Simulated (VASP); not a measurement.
Crystal: Sn.

```xyz
2
Lattice="0.0000 3.3289 3.3289 3.3289 0.0000 3.3289 3.3289 3.3289 0.0000" Properties=species:S:1:pos:R:3 pbc="T T T"
Sn    3.3289    3.3289    3.3289
Sn    4.9934    4.9934    4.9934
```

This isn't the form of Sn at room conditions, which is tetragonal (white tin).

Base run:

```yaml
Program: VASP 6.6.1
Functional: PBE
Potentials_or_basis: VASP PAW PBE potentials, release 64 (Sn_d)
Cutoff: 520 eV
k_mesh: 8 × 8 × 8
Occupations: fermi-dirac, width 0.3 eV
Spin: no spin polarisation
```

Its results: band gap on the k mesh zero (bands 14 and 15 overlap by 0.23 eV); pressure 0.3 GPa.

Problem. After a change of settings the same cell gave: band gap on the k mesh zero (bands 14 and 15 overlap by 0.23 eV); pressure 1.6 GPa. Which change was it?
A. k mesh from 8 × 8 × 8 to 4 × 4 × 4; occupations from fermi-dirac, width 0.3 eV to fermi-dirac, width 0.1 eV
B. occupations from fermi-dirac, width 0.3 eV to fermi-dirac, width 0.6 eV
C. occupations from fermi-dirac, width 0.3 eV to fermi-dirac, width 0.03 eV
D. k mesh from 8 × 8 × 8 to 2 × 2 × 2; occupations from fermi-dirac, width 0.3 eV to fermi-dirac, width 0.1 eV

Solution. B.

Caveats: so wide a smearing shifts energies and pressures; spin-orbit coupling is left out, which moves the levels of the heavy elements.
